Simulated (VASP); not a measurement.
A run of VASP 6.6.1 is set up as follows.

POSCAR

```
SrO
1.0
    0.0000000000      2.7753840000      2.5698000000
    2.7753840000      0.0000000000      2.5698000000
    2.7753840000      2.7753840000      0.0000000000
Sr O
1 1
Direct
    0.0000000000      0.0000000000      0.0000000000
    0.5000000000      0.5000000000      0.5000000000
```

INCAR.step1

```
  ALGO = Normal
  EDIFF = 1E-4
  ENCUT = 520
  GGA = PE
  ISMEAR = 0
  LASPH = True
  LCHARG = False
  LREAL = False
  LWAVE = True
  NBANDS = 15
  NELM = 80
  PREC = Accurate
  SIGMA = 0.05
```

INCAR.step2

```
  ALGO = Normal
  EDIFF = 1E-6
  ENCUT = 520
  ISIF = 2
  ISMEAR = 0
  ISTART = 1
  LASPH = True
  LCHARG = False
  LMIXTAU = True
  LREAL = False
  LWAVE = False
  METAGGA = R2SCAN
  NBANDS = 15
  NELM = 80
  PREC = Accurate
  SIGMA = 0.05
```

Contents of KPOINTS:

```
k-points
0
Gamma
  8 8 8
```

Potentials or basis: VASP PAW PBE potentials, release 64 (Sr_sv, O).

Launch:

```console
$ cat potpaw_PBE.64/Sr_sv/POTCAR potpaw_PBE.64/O/POTCAR > POTCAR
$ cp INCAR.step1 INCAR
$ mpirun -np 1 vasp_std > vasp.out
$ cp INCAR.step2 INCAR
$ mpirun -np 1 vasp_std > vasp.out
```

Question: Predict the band gap on the k mesh.

Answer: 3.40 eV.

Question: Estimate the pressure.

Answer: -8.5 GPa.

Stress tensor (GPa, compression positive):
```
-10.28   0.00   0.00
  0.00 -10.28   0.00
  0.00   0.00  -5.08
```

Caveat: the cell differs from its parent crystal (strain +0.080 along x and y, +0.000 along z); the cell stands under tension; the PAW data sets were made with another functional, which shifts forces and pressure a little. A k mesh can miss the band edges.
